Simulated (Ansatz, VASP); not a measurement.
# One calculation of WC, two programs

POSCAR

```
WC
1.0
    0.0000000000      2.3302751839      2.3302751839
    2.3302751839      0.0000000000      2.3302751839
    2.3302751839      2.3302751839      0.0000000000
W C
1 1
Direct
    0.0000000000      0.0000000000      0.0000000000
    0.2500000000      0.2500000000      0.2500000000
```

The input INCAR.step1:

```
SYSTEM = WC
PREC = Accurate ; ENCUT = 520
ISMEAR = 0 ; SIGMA = 0.1
LREAL = .False. ; LASPH = .True.
NELM = 150 ; ISPIN = 2
MAGMOM = 2.5 0 ; LMAXMIX = 4
NBANDS = 20 ; GGA = PE
ALGO = Normal ; EDIFF = 1E-4
LWAVE = .True. ; LCHARG = .False.
```

Contents of INCAR.step2:

```
SYSTEM = WC
PREC = Accurate ; ENCUT = 520
EDIFF = 1E-7 ; ISMEAR = 0
SIGMA = 0.1 ; LREAL = .False.
LASPH = .True. ; NELM = 150
ALGO = Normal ; ISIF = 2
LWAVE = .False. ; LCHARG = .False.
ISPIN = 2 ; MAGMOM = 2.5 0
LORBIT = 11 ; LMAXMIX = 4
METAGGA = R2SCAN ; LMIXTAU = .True.
NBANDS = 20 ; ISTART = 1
```

KPOINTS

```
Automatic mesh
0
Gamma
  16 16 16
  0 0 0
```

Input for Ansatz:

```yaml
crystal:
  lattice:
    - [0.0, 2.3302751839, 2.3302751839]
    - [2.3302751839, 0.0, 2.3302751839]
    - [2.3302751839, 2.3302751839, 0.0]
  atoms:
    - { symbol: W, position: [0.0, 0.0, 0.0], spin: 2.5 }
    - { symbol: C, position: [0.25, 0.25, 0.25] }
basis:
  ecutwfc: 500
kpoints:
  mp_grid: { grid: [16, 16, 16] }
hamiltonian:
  xc: r2scan
scf:
  occupations: { method: gaussian, width: 0.1 }
  lower_state_search: "off"
output:
  forces: true
  stress: true
  eigenvalues: true
  populations: true
magnetization:
  spin_polarized: true
```

Alike in both runs: task single point; functional r2SCAN; k mesh 16 × 16 × 16; occupations gaussian, width 0.1 eV; collinear spin.

```csv
,VASP,Ansatz
version,VASP 6.6.1,Ansatz 0.2.0
potentials or method,"VASP PAW PBE potentials, release 64 (W_sv, C), cutoff 520 eV","scalar-relativistic, plane waves, PAW"
valence electrons in the cell,18,18
```

Ansatz gave:

```
gap on the k mesh at the Fermi level (eV) : none
pressure (GPa)                            : 3.2
net moment per atom (μB)                  : 0.00
```

**Question.** What did VASP give for the same quantities?

**Answer.** gap on the k mesh at the Fermi level (eV): none; pressure (GPa): 4.5; net moment per atom (μB): 0.00.

VASP's potentials were made for PBE, not for r2SCAN. A gap of «none» marks a metal or a gap that the smearing closes. The functional is the same, so the differences come from potentials, cutoffs and numerics. Ansatz's warnings: seeded moment not kept, stability check not made.

Spin-orbit coupling is off throughout.
